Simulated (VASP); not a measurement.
# LuSi2Ge3 in VASP: notebook, part 2 of 2

VASP 6.6.1.

### 3 Relaxation of cell and atoms, PBE

This run uses another cell than the first one, of 33.58 Å³/atom.

Input file INCAR:

```
PREC = Accurate ; ENCUT = 600
EDIFF = 1E-6 ; ISMEAR = 0
SIGMA = 0.1 ; LREAL = F
LASPH = T ; NELM = 100
ALGO = Normal ; ISIF = 3
LWAVE = F ; LCHARG = F
GGA = PE ; IBRION = 2
NSW = 90 ; EDIFFG = -0.04
```

Input file KPOINTS:

```
regular mesh
0
Gamma
  6 6 4
```

Input file POSCAR:

```
LuSi2Ge3
1.0
    5.5831912423      0.0000000000      0.0000000000
   -2.7915956212      4.8351854501      0.0000000000
    0.0000000000      0.0000000000      7.4627022576
Lu Si Ge
1 2 3
Direct
    0.0000000000      0.0000000000      0.0000000000
    0.0000000000      0.0000000000      0.6455617616
    0.0000000000      0.0000000000      0.3544382384
    0.5000000000      0.0000000000      0.0000000000
    0.0000000000      0.5000000000      0.0000000000
    0.5000000000      0.5000000000      0.0000000000
```

Potentials or basis: VASP PAW PBE potentials, release 64 (Lu, Si, Ge_d).

Run with:

```bash
> cat potpaw_PBE.64/Lu/POTCAR potpaw_PBE.64/Si/POTCAR potpaw_PBE.64/Ge_d/POTCAR > POTCAR
> mpirun -np 1 vasp_std > vasp.out
```

OUTCAR:

```text
PREC = Accurate
   ENCUT = 600
   EDIFF = 1E-6
   ISMEAR = 0
   LREAL = F
   LASPH = T
   NELM = 100
   ISIF = 3
   GGA = PE
   IBRION = 2
   NSW = 90
   EDIFFG = -0.04

 ion  position               nearest neighbor table
   1  0.000  0.000  0.000-   2 2.65   3 2.65   4 2.79   4 2.79   6 2.79   6 2.79   5 2.79   5 2.79

   2  0.000  0.000  0.646-   3 2.17   1 2.65
   3  0.000  0.000  0.354-   2 2.17   1 2.65
   4  0.500  0.000  0.000-   1 2.79   1 2.79   5 2.79   5 2.79   6 2.79   6 2.79
   5  0.000  0.500  0.000-   6 2.79   6 2.79   4 2.79   4 2.79   1 2.79   1 2.79
   6  0.500  0.500  0.000-   5 2.79   5 2.79   1 2.79   1 2.79   4 2.79   4 2.79

  LATTYP: Found a hexagonal cell.
 ALAT       =     5.5831912423
 C/A-ratio  =     1.3366374057

  Lattice vectors:

 A1 = (   5.5831912423,   0.0000000000,   0.0000000000)
 A2 = (  -2.7915956212,   4.8351854501,   0.0000000000)
 A3 = (   0.0000000000,   0.0000000000,   7.4627022576)

Analysis of symmetry for initial positions (statically):
=====================================================================
 Subroutine PRICEL returns:
 Original cell was already a primitive cell.

 Routine SETGRP: Setting up the symmetry group for a
 hexagonal supercell.

 Subroutine GETGRP returns: Found 24 space group operations
 (whereof 24 operations were pure point group operations)
 out of a pool of 24 trial point group operations.

The static configuration has the point symmetry D_6h.

Analysis of symmetry for dynamics (positions and initial velocities):
=====================================================================
 Subroutine PRICEL returns:
 Original cell was already a primitive cell.

 Routine SETGRP: Setting up the symmetry group for a
 hexagonal supercell.

 Subroutine GETGRP returns: Found 24 space group operations
 (whereof 24 operations were pure point group operations)
 out of a pool of 24 trial point group operations.

[... 110 lines left out ...]
   ISIF   =      3    stress and relaxation
   ISYM   =      2    0-nonsym 1-usesym 2-fastsym
   POTIM  = 0.5000    time-step for ionic-motion
   TEBEG  =    0.0;   TEEND  =   0.0 temperature during run
   PSTRESS=    0.0 pullay stress
   NELECT =      75.0000    total number of electrons
   NUPDOWN=      -1.0000    fix difference up-down
   EMIN   =  10.00;   EMAX   =-10.00  energy-range for DOS
   EFERMI =   0.00;   METHOD = LEGACY
   ISMEAR =     0;   SIGMA  =   0.10  broadening in eV -4-tet -1-fermi 0-gaus
   EFERMI_NEDOS =   21; number of points for ismear=-14 and -15
   IALGO  =     38    algorithm
   IMIX   =      4    mixing-type and parameters
     AMIX     =   0.40;   BMIX     =  1.00
     AMIX_MAG =   1.60;   BMIX_MAG =  1.00
  volume/ion in A,a.u.               =      33.58       226.59
  Fermi-wavevector in a.u.,A,eV,Ry     =   1.177691  2.225513 18.870681  1.386956
  Thomas-Fermi vector in A             =   2.314033
   LORBIT       =      0    0 simple, 1 ext, 2 COOP (PROOUT), +10 PAW based schemes
   GGA     = PE    functional components
   LHFCALC =     F    Hartree Fock is set to
   AEXX    =    0.0000 exact exchange contribution
   IVDW    =     0    specifies the selected vdW correction
   LEPSILON=     F    determine dielectric tensor
   LRPA    =     F    only Hartree local field effects (RPA)
 conjugate gradient relaxation of ions
 non-spin polarized calculation
 Gauss-broadening in eV      SIGMA  =   0.10
  energy-cutoff  :      600.00
  volume of cell :      201.46
 maximum number of plane-waves:      6789
 NGX is ok and might be reduce to    48
   NGX = 23   NGY = 23   NGZ = 29

--------------------------------------- Ionic step        1  -------------------------------------------

 number of electron      74.9999981 magnetization

 Free energy of the ion-electron system (eV)
  ---------------------------------------------------
  ext. energy  EPLUGINS =         0.00000000
  ---------------------------------------------------
  free energy    TOTEN  =       -25.17159935 eV

  energy without entropy =      -25.15808832  energy(sigma->0) =      -25.16484383

------------------------ aborting loop because EDIFF is reached ----------------------------------------

  FORCE on cell =-STRESS in cart. coord.  units (eV):
  Direction    XX          YY          ZZ          XY          YZ          ZX
  --------------------------------------------------------------------------------------
  -------------------------------------------------------------------------------------
  Total       -0.0676517     -0.0676517      1.5345536      0.0000000      0.0000000     -0.0000000
  in kB       -0.5380190     -0.5380190     12.2039635      0.0000000      0.0000000     -0.0000000
  external PRESSURE =       3.7093085 kB  Pullay stress =       0.0000000 kB
[... 147 lines left out ...]
--------------------------------------- Ionic step        5  -------------------------------------------

 number of electron      74.9999979 magnetization

 Free energy of the ion-electron system (eV)
  ---------------------------------------------------
  ext. energy  EPLUGINS =         0.00000000
  ---------------------------------------------------
  free energy    TOTEN  =       -25.17932747 eV

  energy without entropy =      -25.16652042  energy(sigma->0) =      -25.17292394

 E-fermi :   1.3446     XC(G=0):  -7.8542

 val. band max:        1.3182620769   @ k =   0.3333   0.3333   0.2500
 cond. band min:       1.3822731976   @ k =   0.1667  -0.0000   0.0000
 fundamental gap:      0.0640111207
 Fermi energy:         1.3446330416

 k-point     1 :       0.0000    0.0000    0.0000
  band No.  band energies     occupation
      1     -54.2126      2.00000
      2     -25.0282      2.00000
      3     -25.0282      2.00000
      4     -24.9028      2.00000
      5     -23.6396      2.00000
      6     -23.5851      2.00000
[... 1030 lines left out ...]
  FREE ENERGIE OF THE ION-ELECTRON SYSTEM (eV)
  ---------------------------------------------------
  free  energy   TOTEN  =       -25.1793274705 eV

  energy  without entropy=      -25.1665204160  energy(sigma->0) =      -25.17292394

 reached required accuracy - stopping structural energy minimisation
```

OSZICAR:

```text
N       E                     dE             d eps       ncg     rms          rms(c)
DAV:   1     0.778168858254E+03    0.77817E+03   -0.35957E+04  2630   0.459E+03
DAV:   2     0.132899384847E+03   -0.64527E+03   -0.62413E+03  2066   0.106E+03
DAV:   3    -0.112181606046E+02   -0.14412E+03   -0.14082E+03  2011   0.250E+02
[... 47 lines left out ...]
DAV:   3    -0.251793130290E+02    0.39101E-03   -0.18693E-03  3070   0.604E-01    0.462E-02
DAV:   4    -0.251793258816E+02   -0.12853E-04   -0.55254E-04  2787   0.284E-01    0.313E-02
DAV:   5    -0.251793291344E+02   -0.32528E-05   -0.34102E-05  2704   0.533E-02    0.205E-02
DAV:   6    -0.251793276323E+02    0.15021E-05   -0.13940E-05  2770   0.518E-02    0.366E-03
DAV:   7    -0.251793274705E+02    0.16180E-06   -0.43816E-06  2037   0.190E-02
   5 F= -.25179327E+02 E0= -.25172924E+02  d E =-.570847E-03
```

CONTCAR:

```text
LuSi2Ge3
   1.00000000000000
     5.5806083025845874    0.0000000000000267    0.0000000000000000
    -2.7903041513422475    4.8329485586898828    0.0000000000000000
    -0.0000000000000000    0.0000000000000000    7.5373032507356807
  Lu              Si              Ge
     1     2     3
Direct
     0.0000000000000000    1.0000000000000000    0.0000000000000000
     0.0000000000000000    1.0000000000000000    0.6446706199334921
     1.0000000000000000    0.0000000000000000    0.3553293800665079
     0.5000000000000000    1.0000000000000000    0.0000000000000000
     0.0000000000000000    0.5000000000000000    0.0000000000000000
     0.5000000000000000    0.5000000000000000    0.0000000000000000

  0.00000000E+00  0.00000000E+00  0.00000000E+00
  0.00000000E+00  0.00000000E+00  0.00000000E+00
  0.00000000E+00  0.00000000E+00  0.00000000E+00
  0.00000000E+00  0.00000000E+00  0.00000000E+00
  0.00000000E+00  0.00000000E+00  0.00000000E+00
  0.00000000E+00  0.00000000E+00  0.00000000E+00
```

Wall time 34 min (1 thread of AMD EPYC 7R43 (Zen 3), shared host); peak memory 0.48 GiB.

What came out:

```
Free energy                           : -25.1793 eV
Relaxed volume                        : 33.88 Å³/atom
Relaxed cell                          : a = 5.581 Å, b = 5.581 Å, c = 7.537 Å, α = 90.00°, β = 90.00°, γ = 120.00°
Space group after relaxing (to 0.1 Å) : P6/mmm (No. 191)
Energy gained by relaxing             : 1.3 meV/atom
Ionic steps                           : 5
Pressure after relaxing               : 0.1 GPa
Largest force after relaxing          : 0.039 eV/Å
Band gap on the k mesh                : zero (an odd number of electrons rules out a gap without spin polarisation)
```

Forces in eV/Å, atoms in the order of the input:
```
Lu   0.000  0.000  0.000
Si   0.000  0.000  0.039
Si   0.000  0.000 -0.039
Ge   0.000  0.000  0.000
Ge   0.000  0.000  0.000
Ge   0.000  0.000  0.000
```

Step by step:
```tsv
step	energy change (eV)	largest force (eV/Å)	pressure (GPa)	volume (Å³)
1	0.0000	0.0222	0.37	201.46
2	-0.0066	0.1630	-0.13	203.73
3	-0.0072	0.1297	-0.04	203.19
4	-0.0072	0.1277	0.00	203.15
5	-0.0077	0.0388	0.07	203.29
```

Final structure:
```xyz
6
Lattice="5.5806 0.0000 0.0000 -2.7903 4.8329 0.0000 0.0000 0.0000 7.5373" Properties=species:S:1:pos:R:3 pbc="T T T"
Lu   -2.7903    4.8329    0.0000
Si   -2.7903    4.8329    4.8591
Si    5.5806    0.0000    2.6782
Ge    0.0000    4.8329    0.0000
Ge   -1.3952    2.4165    0.0000
Ge    1.3952    2.4165    0.0000
```

Caveat: spin-orbit coupling is left out, which moves the levels of the heavy elements; an odd number of electrons without spin polarisation forces a metal; a magnetic or distorted state may lie lower.

The gap in the log of VASP goes by the Fermi energy; the results here count the filled bands.